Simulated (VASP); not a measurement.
# Au (P6_3/mmc) in VASP: notebook, part 2 of 3

VASP 6.6.1. Earlier steps stand in the parts before.

**3. Single point, PBEsol**

This run uses another cell than the first one: it holds 4 atoms, not 2.

The input, INCAR:

```
ALGO = Fast ; EDIFF = 1E-7
ENCUT = 520 ; GGA = PS
ISIF = 2 ; ISMEAR = 0
LASPH = True ; LCHARG = False
LREAL = False ; LWAVE = False
NBANDS = 30 ; NELM = 60
PREC = Accurate ; SIGMA = 0.15
```

The input, KPOINTS:

```
k-points
0
Gamma
  24 24 6
```

The input, POSCAR:

```
Au
1.0
   -1.4325950641     -2.4813274378      0.0000000000
    1.4325950641     -2.4813274378      0.0000000000
    0.0000000000      0.0000000000      9.5811559621
Au
4
Direct
    0.6666666667      0.6666666667      0.3750000000
    0.6666666667      0.6666666667      0.8750000000
    0.3333333333      0.3333333333      0.1250000000
    0.3333333333      0.3333333333      0.6250000000
```

Potentials or basis: VASP PAW PBE potentials, release 64 (Au).

On the command line:

```sh
$ cat potpaw_PBE.64/Au/POTCAR > POTCAR
$ mpirun -np 1 vasp_std > vasp.out
```

OUTCAR:

```text
EDIFF = 1E-7
   ENCUT = 520
   GGA = PS
   ISIF = 2
   ISMEAR = 0
   LASPH = True
   LREAL = False
   NELM = 60
   PREC = Accurate

 ion  position               nearest neighbor table
   1  0.667  0.667  0.375-   3 2.91   4 2.91   3 2.91   4 2.91   3 2.91   4 2.91
   2  0.667  0.667  0.875-   3 2.91   4 2.91   3 2.91   4 2.91   3 2.91   4 2.91
   3  0.333  0.333  0.125-   1 2.91   2 2.91   1 2.91   2 2.91   1 2.91   2 2.91
   4  0.333  0.333  0.625-   1 2.91   2 2.91   1 2.91   2 2.91   1 2.91   2 2.91

  LATTYP: Found a hexagonal cell.
 ALAT       =     2.8651901283
 C/A-ratio  =     3.3439860997

  Lattice vectors:

 A1 = (  -1.4325950641,   2.4813274378,   0.0000000000)
 A2 = (  -1.4325950641,  -2.4813274378,   0.0000000000)
 A3 = (   0.0000000000,   0.0000000000,   9.5811559621)

Analysis of symmetry for initial positions (statically):
=====================================================================
 Subroutine PRICEL returns following result:

  LATTYP: Found a hexagonal cell.
 ALAT       =     2.8651901283
 C/A-ratio  =     1.6719930499

  Lattice vectors:

 A1 = (  -1.4325950641,   2.4813274378,   0.0000000000)
 A2 = (  -1.4325950641,  -2.4813274378,   0.0000000000)
 A3 = (   0.0000000000,   0.0000000000,   4.7905779811)

   2 primitive cells build up your supercell.

 Routine SETGRP: Setting up the symmetry group for a
 hexagonal supercell.

 Subroutine GETGRP returns: Found 24 space group operations
 (whereof 12 operations were pure point group operations)
 out of a pool of 24 trial point group operations.

The static configuration has the point symmetry D_3d.
 The point group associated with its full space group is D_6h.

Analysis of symmetry for dynamics (positions and initial velocities):
=====================================================================
 Subroutine PRICEL returns following result:

  LATTYP: Found a hexagonal cell.
 ALAT       =     2.8651901283
 C/A-ratio  =     1.6719930499

  Lattice vectors:

 A1 = (  -1.4325950641,   2.4813274378,   0.0000000000)
 A2 = (  -1.4325950641,  -2.4813274378,   0.0000000000)
 A3 = (   0.0000000000,   0.0000000000,   4.7905779811)

   2 primitive cells build up your supercell.

 Routine SETGRP: Setting up the symmetry group for a
 hexagonal supercell.

 Subroutine GETGRP returns: Found 24 space group operations
 (whereof 12 operations were pure point group operations)
 out of a pool of 24 trial point group operations.

The dynamic configuration has the point symmetry D_3d.
 The point group associated with its full space group is D_6h.

 Subroutine INISYM returns: Found 24 space group operations
 (whereof 12 operations are pure point group operations),
 and found     2 'primitive' translations

----------------------------------------------------------------------------------------

                                     Primitive cell

  volume of cell :      34.0585

  direct lattice vectors                    reciprocal lattice vectors
    -1.432595064  2.481327438  0.000000000    -0.349016978  0.201505046  0.000000000
    -1.432595064 -2.481327438  0.000000000    -0.349016978 -0.201505046  0.000000000
     0.000000000  0.000000000  4.790577981     0.000000000  0.000000000  0.208743079

  length of vectors
     2.865190128  2.865190128  4.790577981     0.403010092  0.403010092  0.208743079
[... 29 lines left out ...]
     0.000000000  0.000000000  0.000000000

 Subroutine IBZKPT returns following result:
 ===========================================

 Found    244 irreducible k-points:

 Following reciprocal coordinates:
            Coordinates               Weight
  0.000000  0.000000  0.000000      1.000000
  0.041667 -0.000000  0.000000      6.000000
  0.083333 -0.000000  0.000000      6.000000
  0.125000 -0.000000  0.000000      6.000000
  0.166667 -0.000000  0.000000      6.000000
  0.208333 -0.000000  0.000000      6.000000
[... 16 lines left out ...]
  0.458333  0.041667  0.000000     12.000000
  0.500000  0.041667  0.000000     12.000000
 [... further k-points ...]
   k-points           NKPTS =    244   k-points in BZ     NKDIM =    244   number of bands    NBANDS=     30
   number of dos      NEDOS =    301   number of ions     NIONS =      4
   total plane-waves  NPLWV =  41472
   dimension x,y,z NGX =    24 NGY =   24 NGZ =   72
   dimension x,y,z NGXF=    48 NGYF=   48 NGZF=  144
   ions per type =               4
   NGX,Y,Z   is equivalent  to a cutoff of  13.93, 13.93, 12.49 a.u.
   NGXF,Y,Z  is equivalent  to a cutoff of  27.85, 27.85, 24.99 a.u.
 SYSTEM =  unknown system
   PREC   = accura    normal or accurate (medium, high low for compatibility)
   ISTART =      0    job   : 0-new  1-cont  2-samecut
   ICHARG =      2    charge: 1-file 2-atom 10-const
   ISPIN  =      1    spin polarized calculation?
   LNONCOLLINEAR =      F non collinear calculations
   LSORBIT =      F    spin-orbit coupling
   LASPH  =      T    aspherical Exc in radial PAW
   ENCUT  =  520.0 eV  38.22 Ry    6.18 a.u.   5.33  5.33 17.81*2*pi/ulx,y,z
   NELM   =     60;   NELMIN=  2; NELMDL= -5     # of ELM steps
   EDIFF  = 0.1E-06   stopping-criterion for ELM
   LREAL  =      F    real-space projection
   EDIFFG = 0.1E-05   stopping-criterion for IOM
   NSW    =      0    number of steps for IOM
   IBRION =     -1    ionic relax: 0-MD 1-quasi-New 2-CG
   NFREE  =      0    steps in history (QN), initial steepest desc. (CG)
   ISIF   =      2    stress and relaxation
   ISYM   =      2    0-nonsym 1-usesym 2-fastsym
   POTIM  = 0.5000    time-step for ionic-motion
   TEBEG  =    0.0;   TEEND  =   0.0 temperature during run
   PSTRESS=    0.0 pullay stress
   NELECT =      44.0000    total number of electrons
   NUPDOWN=      -1.0000    fix difference up-down
   EMIN   =  10.00;   EMAX   =-10.00  energy-range for DOS
   EFERMI =   0.00;   METHOD = LEGACY
   ISMEAR =     0;   SIGMA  =   0.15  broadening in eV -4-tet -1-fermi 0-gaus
   EFERMI_NEDOS =   21; number of points for ismear=-14 and -15
   IALGO  =     68    algorithm
   IMIX   =      4    mixing-type and parameters
     AMIX     =   0.40;   BMIX     =  1.00
     AMIX_MAG =   1.60;   BMIX_MAG =  1.00
  volume/ion in A,a.u.               =      17.03       114.92
  Fermi-wavevector in a.u.,A,eV,Ry     =   1.415166  2.674275 27.248299  2.002694
  Thomas-Fermi vector in A             =   2.536632
   LORBIT       =      0    0 simple, 1 ext, 2 COOP (PROOUT), +10 PAW based schemes
   GGA     = PS    functional components
   LHFCALC =     F    Hartree Fock is set to
   AEXX    =    0.0000 exact exchange contribution
   IVDW    =     0    specifies the selected vdW correction
   LEPSILON=     F    determine dielectric tensor
   LRPA    =     F    only Hartree local field effects (RPA)
 non-spin polarized calculation
 RMM-DIIS sequential band-by-band and
 Gauss-broadening in eV      SIGMA  =   0.15
  energy-cutoff  :      520.00
  volume of cell :       68.12
 maximum number of plane-waves:      1872
 NGX is ok and might be reduce to    24

 number of electron      44.0000008 magnetization

 Free energy of the ion-electron system (eV)
  ---------------------------------------------------
  ext. energy  EPLUGINS =         0.00000000
  ---------------------------------------------------
  free energy    TOTEN  =       -15.67008419 eV

  energy without entropy =      -15.65132688  energy(sigma->0) =      -15.66070554

 E-fermi :   9.2530     XC(G=0): -12.8890

 val. band max:        9.2497970497   @ k =   0.3333  -0.0000   0.3333
 cond. band min:       9.2565640132   @ k =   0.5000   0.0833   0.3333
 fundamental gap:      0.0067669635
 Fermi energy:         9.2530458999

 k-point     1 :       0.0000    0.0000    0.0000
  band No.  band energies     occupation
      1      -0.6398      2.00000
      2       1.0815      2.00000
      3       1.0815      2.00000
      4       1.8716      2.00000
      5       4.4208      2.00000
      6       4.4208      2.00000
[... 781 lines left out ...]
     29      16.8139      0.00000
     30      19.4483      0.00000

 [... further k-points ...]
[... 5 lines left out ...]
  --------------------------------------------------------------------------------------
  -------------------------------------------------------------------------------------
  Total       -0.1212963     -0.1212963     -0.1124405      0.0000000      0.0000000      0.0000000
  in kB       -2.8530064     -2.8530064     -2.6447084      0.0000000      0.0000000      0.0000000
  external PRESSURE =      -2.7835738 kB  Pullay stress =       0.0000000 kB

 VOLUME and BASIS-vectors are now :
 -----------------------------------------------------------------------------
  energy-cutoff  :      520.00
  volume of cell :       68.12
      direct lattice vectors                 reciprocal lattice vectors
    -1.432595064 -2.481327438  0.000000000    -0.349016978 -0.201505046  0.000000000
     1.432595064 -2.481327438  0.000000000     0.349016978 -0.201505046  0.000000000
     0.000000000  0.000000000  9.581155962     0.000000000  0.000000000  0.104371540

 POSITION                                       TOTAL-FORCE (eV/Angst)
 -----------------------------------------------------------------------------------
      0.00000     -3.30844      3.59293         0.000000     -0.000000     -0.000000
      0.00000     -3.30844      8.38351        -0.000000     -0.000000     -0.000000
      0.00000     -1.65422      1.19764        -0.000000      0.000000     -0.000000
      0.00000     -1.65422      5.98822         0.000000      0.000000      0.000000
 -----------------------------------------------------------------------------------
    total drift:                               -0.000000      0.000000     -0.000000

  FREE ENERGIE OF THE ION-ELECTRON SYSTEM (eV)
  ---------------------------------------------------
  free  energy   TOTEN  =       -15.6700841925 eV

  energy  without entropy=      -15.6513268831  energy(sigma->0) =      -15.66070554
```

OSZICAR:

```text
N       E                     dE             d eps       ncg     rms          rms(c)
DAV:   1     0.283557955693E+03    0.28356E+03   -0.23052E+04 14640   0.143E+03
DAV:   2    -0.992242526376E+01   -0.29348E+03   -0.27876E+03 15692   0.321E+02
DAV:   3    -0.169956875323E+02   -0.70733E+01   -0.69940E+01 17134   0.496E+01
DAV:   4    -0.170400263061E+02   -0.44339E-01   -0.44325E-01 15768   0.403E+00
DAV:   5    -0.170404111990E+02   -0.38489E-03   -0.38489E-03 16974   0.418E-01    0.192E+01
RMM:   6    -0.157653281975E+02    0.12751E+01   -0.27407E+00 14643   0.101E+01    0.118E+01
RMM:   7    -0.156892626685E+02    0.76066E-01   -0.57153E-01 14887   0.448E+00    0.413E+00
RMM:   8    -0.156705340297E+02    0.18729E-01   -0.10458E-01 14916   0.203E+00    0.993E-01
RMM:   9    -0.156700537884E+02    0.48024E-03   -0.35744E-03 15695   0.356E-01    0.212E-01
RMM:  10    -0.156701152105E+02   -0.61422E-04   -0.54982E-04 15859   0.115E-01    0.246E-01
RMM:  11    -0.156700828392E+02    0.32371E-04   -0.15840E-04 15692   0.789E-02    0.153E-02
RMM:  12    -0.156700839997E+02   -0.11605E-05   -0.11318E-05 16002   0.198E-02    0.134E-02
RMM:  13    -0.156700840588E+02   -0.59122E-07   -0.22187E-06 16070   0.891E-03    0.109E-02
RMM:  14    -0.156700842381E+02   -0.17931E-06   -0.68455E-07 14503   0.484E-03    0.127E-03
RMM:  15    -0.156700841925E+02    0.45592E-07   -0.12590E-07  9537   0.190E-03
   1 F= -.15670084E+02 E0= -.15660706E+02  d E =-.187573E-01
```

It took 11 min on 1 thread of Intel Xeon 8259CL, shared host; peak memory 0.47 GiB.

Results:

- Free energy: -15.6701 eV
- Pressure: -0.3 GPa
- Band gap on the k mesh: zero (bands 22 and 23 overlap by 5.08 eV)

Caveat: the PAW data sets were made with another functional, which shifts forces and pressure a little; spin-orbit coupling is left out, which moves the levels of the heavy elements.

**4. Single point, PBEsol (17.54 Å³/atom)**

This run uses another cell than the first one, of 17.54 Å³/atom.

The input, INCAR:

```
SYSTEM = Au
PREC = Accurate
ENCUT = 520
EDIFF = 1E-7
ISMEAR = 0
SIGMA = 0.1
LREAL = .False.
LASPH = .True.
NELM = 80
ALGO = Fast
ISIF = 2
LWAVE = .False.
LCHARG = .False.
GGA = PS
NBANDS = 18
```

The input, KPOINTS:

```
Automatic mesh
0
Gamma
  18 18 10
  0 0 0
```

The input, POSCAR:

```
Au
1.0
    2.8918305512      0.0000000000      0.0000000000
   -1.4459152756      2.5043987207      0.0000000000
    0.0000000000      0.0000000000      4.8438016000
Au
2
Direct
    0.3333333333      0.6666666667      0.7500000000
    0.6666666667      0.3333333333      0.2500000000
```

On the command line:

```sh
$ cat potpaw_PBE.64/Au/POTCAR > POTCAR
$ mpirun -np 1 vasp_std > vasp.out
```

It took 76 s on 1 thread of Intel Xeon Platinum 8488C (Sapphire Rapids), shared host; peak memory 0.24 GiB.

Results (log left out):

```yaml
Free_energy: -7.8135 eV
Pressure: -4.9 GPa
Band_gap_on_the_k_mesh: zero (bands 11 and 12 overlap by 6.70 eV)
```

Stress tensor (GPa, compression positive):
```
-4.88  0.00  0.00
 0.00 -4.88  0.00
 0.00  0.00 -4.80
```

Levels at points of the mesh, in eV from the Fermi level:
| k point | band 7 | band 8 | band 9 | band 10 | band 11 | band 12 | band 13 | band 14 | band 15 | band 16 |
| --- | --- | --- | --- | --- | --- | --- | --- | --- | --- | --- |
| (0.00, 0.00, 0.00) | -4.07 | -3.42 | -3.42 | -2.09 | -2.09 | -1.01 | 2.60 | 14.60 | 15.76 | 16.76 |
| (0.50, 0.00, 0.00) | -3.56 | -1.86 | -1.80 | -1.62 | 0.39 | 1.53 | 5.70 | 7.18 | 7.21 | 10.23 |
| (0.00, 0.00, 0.50) | -4.41 | -4.41 | -2.54 | -2.54 | -2.54 | -2.54 | 10.51 | 10.51 | 14.89 | 14.89 |
| (0.50, 0.00, 0.50) | -2.32 | -2.32 | -1.69 | -1.69 | 0.51 | 0.51 | 3.84 | 3.84 | 13.14 | 13.14 |

Caveat: the cell stands under tension; the PAW data sets were made with another functional, which shifts forces and pressure a little; spin-orbit coupling is left out, which moves the levels of the heavy elements.

[end of part 2 of 3]
